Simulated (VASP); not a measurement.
A run of VASP 6.6.1 is set up as follows.

The input INCAR:

```
ALGO     = Fast           # electronic algorithm
EDIFF    = 1E-6           # SCF threshold, eV
ENCUT    = 520            # plane-wave cutoff, eV
GGA      = PS             # functional
ISIF     = 2              # what is computed and relaxed
ISMEAR   = 0              # smearing method
LASPH    = True           # aspherical terms in the spheres
LCHARG   = False          # write CHGCAR
LREAL    = False          # projectors in reciprocal space
LWAVE    = False          # write WAVECAR
NBANDS   = 19             # bands
NELM     = 80             # most SCF steps
PREC     = Accurate       # precision mode
SIGMA    = 0.15           # smearing width, eV
```

The input KPOINTS:

```
k-points
0
Gamma
  18 18 10
```

File POSCAR:

```
Ti
1.0
    2.8614979246      0.0000000000      0.0000000000
   -1.4307489623      2.4781298956      0.0000000000
    0.0000000000      0.0000000000      4.6157100000
Ti
2
Direct
    0.3333333333      0.6666666667      0.2500000000
    0.6666666667      0.3333333333      0.7500000000
```

Potentials or basis: VASP PAW PBE potentials, release 64 (Ti_sv).

Launch:

```console
$ cat potpaw_PBE.64/Ti_sv/POTCAR > POTCAR
$ mpirun -np 1 vasp_std > vasp.out
```

(1) Predict the band gap on the k mesh.

(2) What does it give for the pressure?

## Answers

(1) zero (bands 12 and 13 overlap by 1.14 eV).

(2) 2.0 GPa.

Caveat: the cell differs from its parent crystal (strain -0.030 along x and y, -0.015 along z); the PAW data sets were made with another functional, which shifts forces and pressure a little.
